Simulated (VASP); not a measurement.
Write the native input for VASP 6.6.1 that does the following.

- Task: single point
- Functional: PBE
- Potentials or basis: VASP PAW PBE potentials, release 64 (Pb_d)
- Cutoff: 520 eV
- k mesh: 14 × 14 × 14
- Occupations: fermi-dirac, width 0.05 eV
- Spin: no spin polarisation
- Dipole correction: no
- Further INCAR settings: ALGO = Normal; EDIFF = 1e-06; NBANDS = 21

The structure of Pb lies in POSCAR:

```
Pb
1.0
   -2.4895110964      2.4895110964      1.3431060120
    2.4895110964     -2.4895110964      1.3431060120
    2.4895110964      2.4895110964     -1.3431060120
Pb
2
Direct
   -0.3750000000     -0.1250000000     -0.2500000000
    0.3750000000      0.1250000000      0.2500000000
```

This cell differs from its parent crystal: volume scaled by 0.5.

These files were run (other wordings do the same):

INCAR

```
SYSTEM = Pb
PREC = Accurate
ENCUT = 520
EDIFF = 1E-6
ISMEAR = -1
SIGMA = 0.05
LREAL = .False.
LASPH = .True.
NELM = 100
ALGO = Normal
ISIF = 2
LWAVE = .False.
LCHARG = .False.
GGA = PE
NBANDS = 21
```

KPOINTS

```
Automatic mesh
0
Gamma
  14 14 14
  0 0 0
```

Potentials or basis: VASP PAW PBE potentials, release 64 (Pb_d).

The run is started by

```bash
$ cat potpaw_PBE.64/Pb_d/POTCAR > POTCAR
$ mpirun -np 1 vasp_std > vasp.out
```

Results of the run:

The pressure is 141.7 GPa and the band gap on the k mesh is zero (band 14 reaches 19.75 eV, above the bottom of band 15 at 12.38 eV).

Caveat: spin-orbit coupling is left out, which moves the levels of the heavy elements.

Run time: 77 s on 1 thread of Intel(R) Xeon(R) 6975P-C (Granite Rapids), with other jobs on the host, peak memory 0.26 GiB.
